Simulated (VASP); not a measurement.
# KBr (R-3m) in VASP: a series of runs, part 2 of 2

VASP 6.6.1.

## Step 3: Single point, r2SCAN (epitaxial 111 strain -2.3%)

POSCAR reads:

```
KBr
1.0
    0.1067040935      3.3333304385      3.3333304385
    3.3333304385      0.1067040935      3.3333304385
    3.3333304385      3.3333304385      0.1067040935
K Br
1 1
Direct
    0.0000000000      0.0000000000      0.0000000000
    0.5000000000      0.5000000000      0.5000000000
```

INCAR.step1 reads:

```
PREC = Accurate ; ENCUT = 520
ISMEAR = 0 ; SIGMA = 0.01
LREAL = False ; LASPH = True
NELM = 100 ; NBANDS = 15
GGA = PE ; ALGO = Normal
EDIFF = 1E-4 ; LWAVE = True
LCHARG = False
```

INCAR.step2 reads:

```
PREC = Accurate ; ENCUT = 520
EDIFF = 1E-6 ; ISMEAR = 0
SIGMA = 0.01 ; LREAL = False
LASPH = True ; NELM = 100
ALGO = Normal ; ISIF = 2
LWAVE = False ; LCHARG = False
METAGGA = R2SCAN ; LMIXTAU = True
NBANDS = 15 ; ISTART = 1
```

KPOINTS reads:

```
regular mesh
0
Gamma
  6 6 6
```

Potentials or basis: VASP PAW PBE potentials, release 64 (K_sv, Br).

The run is started by

```console
> cat potpaw_PBE.64/K_sv/POTCAR potpaw_PBE.64/Br/POTCAR > POTCAR
> cp INCAR.step1 INCAR
> mpirun -np 1 vasp_std > vasp.out
> cp INCAR.step2 INCAR
> mpirun -np 1 vasp_std > vasp.out
```

OUTCAR:

```text
PREC = Accurate
   ENCUT = 520
   EDIFF = 1E-6
   ISMEAR = 0
   LREAL = False
   LASPH = True
   NELM = 100
   ISIF = 2
   METAGGA = R2SCAN
   ISTART = 1

 ion  position               nearest neighbor table
   1  0.000  0.000  0.000-   2 3.28   2 3.28   2 3.28   2 3.28   2 3.28   2 3.28
   2  0.500  0.500  0.500-   1 3.28   1 3.28   1 3.28   1 3.28   1 3.28   1 3.28

  LATTYP: Found a trigonal (rhomboedric) cell.
 ALAT       =     4.7152486030
 COS(alpha) =     0.5317388140

  Lattice vectors:

 A1 = (   0.1067040935,   3.3333304385,   3.3333304385)
 A2 = (   3.3333304385,   0.1067040935,   3.3333304385)
 A3 = (   3.3333304385,   3.3333304385,   0.1067040935)

Analysis of symmetry for initial positions (statically):
=====================================================================
 Subroutine PRICEL returns:
 Original cell was already a primitive cell.

 Routine SETGRP: Setting up the symmetry group for a
 trigonal (rhombohedral) supercell.

 Subroutine GETGRP returns: Found 12 space group operations
 (whereof 12 operations were pure point group operations)
 out of a pool of 12 trial point group operations.

The static configuration has the point symmetry D_3d.

Analysis of symmetry for dynamics (positions and initial velocities):
=====================================================================
 Subroutine PRICEL returns:
 Original cell was already a primitive cell.

 Routine SETGRP: Setting up the symmetry group for a
 trigonal (rhombohedral) supercell.

 Subroutine GETGRP returns: Found 12 space group operations
 (whereof 12 operations were pure point group operations)
 out of a pool of 12 trial point group operations.

The dynamic configuration has the point symmetry D_3d.

 Subroutine INISYM returns: Found 12 space group operations
 (whereof 12 operations are pure point group operations),
 and found     1 'primitive' translations

----------------------------------------------------------------------------------------

                                     Primitive cell
[... 121 lines left out ...]
   LRPA    =     F    only Hartree local field effects (RPA)
 non-spin polarized calculation
 Gauss-broadening in eV      SIGMA  =   0.01
  energy-cutoff  :      520.00
  volume of cell :       70.52
 maximum number of plane-waves:      1931
   NGX = 17   NGY = 17   NGZ = 17

 number of electron      16.0000002 magnetization

 Free energy of the ion-electron system (eV)
  ---------------------------------------------------
  ext. energy  EPLUGINS =         0.00000000
  ---------------------------------------------------
  free energy    TOTEN  =       -23.24269193 eV

  energy without entropy =      -23.24269193  energy(sigma->0) =      -23.24269193

 E-fermi :  -1.9774     XC(G=0):  -7.8323

 val. band max:       -2.0262127497   @ k =   0.0000   0.0000   0.0000
 cond. band min:       3.0553412575   @ k =   0.0000   0.0000   0.0000
 fundamental gap:      5.0815540072
 Fermi energy:        -1.9774347857

 k-point     1 :       0.0000    0.0000    0.0000
  band No.  band energies     occupation
      1     -30.9213      2.00000
      2     -14.8202      2.00000
      3     -13.6304      2.00000
      4     -13.6304      2.00000
      5     -13.6247      2.00000
      6      -2.1438      2.00000
      7      -2.0262      2.00000
      8      -2.0262      2.00000
      9       3.0553      0.00000
     10       5.9158      0.00000
     11       6.3011      0.00000
     12       6.3011      0.00000
     13       7.1706      0.00000
     14       7.1706      0.00000
[... 401 lines left out ...]
      2     -14.7856      2.00000
      3     -13.7131      2.00000
      4     -13.6781      2.00000
      5     -13.5612      2.00000
      6      -2.8045      2.00000
      7      -2.5788      2.00000
      8      -2.5055      2.00000
      9       5.0386      0.00000
     10       6.7738      0.00000
     11       6.8520      0.00000
     12       8.0904      0.00000
     13       8.8296      0.00000
     14       9.5887      0.00000
     15      10.1368      0.00000

 [... further k-points ...]

------------------------ aborting loop because EDIFF is reached ----------------------------------------

  FORCE on cell =-STRESS in cart. coord.  units (eV):
  Direction    XX          YY          ZZ          XY          YZ          ZX
  --------------------------------------------------------------------------------------
  -------------------------------------------------------------------------------------
  Total        0.1630572      0.1630572      0.1630572     -0.0812323     -0.0812323     -0.0812323
  in kB        3.7046629      3.7046629      3.7046629     -1.8456002     -1.8456002     -1.8456002
  external PRESSURE =       3.7046629 kB  Pullay stress =       0.0000000 kB

 VOLUME and BASIS-vectors are now :
 -----------------------------------------------------------------------------
  energy-cutoff  :      520.00
  volume of cell :       70.52
      direct lattice vectors                 reciprocal lattice vectors
     0.106704093  3.333330438  3.333330438    -0.157401784  0.152519445  0.152519445
     3.333330438  0.106704093  3.333330438     0.152519445 -0.157401784  0.152519445
     3.333330438  3.333330438  0.106704093     0.152519445  0.152519445 -0.157401784

 POSITION                                       TOTAL-FORCE (eV/Angst)
 -----------------------------------------------------------------------------------
      0.00000      0.00000      0.00000         0.000000     -0.000000     -0.000000
      3.38668      3.38668      3.38668        -0.000000      0.000000      0.000000
 -----------------------------------------------------------------------------------
    total drift:                                0.000000      0.000000      0.000000

  FREE ENERGIE OF THE ION-ELECTRON SYSTEM (eV)
  ---------------------------------------------------
  free  energy   TOTEN  =       -23.2426919255 eV

  energy  without entropy=      -23.2426919255  energy(sigma->0) =      -23.24269193
```

OUTCAR.step1:

```text
PREC = Accurate
   ENCUT = 520
   ISMEAR = 0
   LREAL = False
   LASPH = True
[... 654 lines left out ...]
      0.00000      0.00000      0.00000         0.000000     -0.000000      0.000000
      3.38668      3.38668      3.38668        -0.000000      0.000000     -0.000000
 -----------------------------------------------------------------------------------
    total drift:                                0.000000      0.000000      0.000000

  FREE ENERGIE OF THE ION-ELECTRON SYSTEM (eV)
  ---------------------------------------------------
  free  energy   TOTEN  =        -6.2035922413 eV

  energy  without entropy=       -6.2035922413  energy(sigma->0) =       -6.20359224
```

It took 2.2 min on 1 thread of Oxide Virtual Turin-like, shared host; peak memory 0.19 GiB.

Results:

```yaml
Free_energy: -23.2427 eV
Pressure: 0.4 GPa
Band_gap_on_the_k_mesh: 5.08 eV
```

Stress tensor (GPa, compression positive):
```
 0.37 -0.18 -0.18
-0.18  0.37 -0.18
-0.18 -0.18  0.37
```

Caveat: the cell differs from its parent crystal (epitaxial 111 strain -2.3%); the PAW data sets were made with another functional, which shifts forces and pressure a little.

## Step 4: Single point, HSE06 (epitaxial 111 strain -2.3%)

POSCAR is that of step 3.

INCAR.step1 reads:

```
PREC = Accurate
ENCUT = 520
EDIFF = 1E-5
ISMEAR = 0
SIGMA = 0.01
LREAL = F
LASPH = T
NELM = 100
ALGO = Normal
ISIF = 2
LWAVE = T
LCHARG = F
GGA = PE
NBANDS = 15
```

INCAR.step2 reads:

```
PREC = Accurate
ENCUT = 520
EDIFF = 1E-7
ISMEAR = 0
SIGMA = 0.01
LREAL = F
LASPH = T
NELM = 100
ALGO = Normal
ISIF = 2
LWAVE = F
LCHARG = F
GGA = PE
LHFCALC = T
HFSCREEN = 0.2079
PRECFOCK = Normal
ISTART = 1
NBANDS = 15
```

KPOINTS reads:

```
Automatic mesh
0
Gamma
  4 4 4
```

The run is started by

```console
> cat potpaw_PBE.64/K_sv/POTCAR potpaw_PBE.64/Br/POTCAR > POTCAR
> cp INCAR.step1 INCAR
> mpirun -np 1 vasp_std > vasp.out
> cp INCAR.step2 INCAR
> mpirun -np 1 vasp_std > vasp.out
```

Run time: 9.7 min. Hardware: 1 thread of Oxide Virtual Turin-like, shared host; peak memory 0.29 GiB.

It converged, with:

```yaml
Free_energy: -7.1596 eV
Pressure: 0.8 GPa
Band_gap_on_the_k_mesh: 5.60 eV
```

Stress tensor (GPa, compression positive):
```
 0.80 -0.18 -0.18
-0.18  0.80 -0.18
-0.18 -0.18  0.80
```

Levels at points of the mesh, in eV from the valence-band top:
```csv
k point,band 6,band 7,band 8,band 9,band 10,band 11
"(0.00, 0.00, 0.00)",-0.12,0.00,0.00,5.60,8.67,9.07
"(0.50, 0.00, 0.00)",-1.31,-0.48,-0.38,7.74,9.65,11.18
"(0.50, 0.50, 0.00)",-0.94,-0.41,-0.30,7.00,8.51,10.84
"(0.50, 0.50, 0.50)",-1.33,-0.32,-0.32,7.77,9.44,11.29
```

Caveat: the cell differs from its parent crystal (epitaxial 111 strain -2.3%); the PAW data sets were made with another functional, which shifts forces and pressure a little.

## Step 5: The runs side by side

| level | k mesh | smearing | grid for exact exchange (PRECFOCK) | share of exact exchange | screening parameter | gap on the mesh (eV) | pressure (GPa) |
| --- | --- | --- | --- | --- | --- | --- | --- |
| PBE | 6 × 6 × 6 | fermi-dirac 0.02 eV | - | - | - | 4.43 | 1.1 |
| r2SCAN | 6 × 6 × 6 | gaussian 0.01 eV | - | - | - | 5.08 | 0.4 |
| HSE06 | 4 × 4 × 4 | gaussian 0.01 eV | Normal | 0.25 | 0.2079 1/Å | 5.60 | 0.8 |

Alike in all rows: task single point; potentials or basis VASP PAW PBE potentials, release 64 (K_sv, Br); no spin polarisation; cell as given; cutoff (eV) 520.

Caveats: the PAW data sets were made with another functional, which shifts forces and pressure a little (at least some runs).

Absolute energies hang on the potentials; compare differences alone.
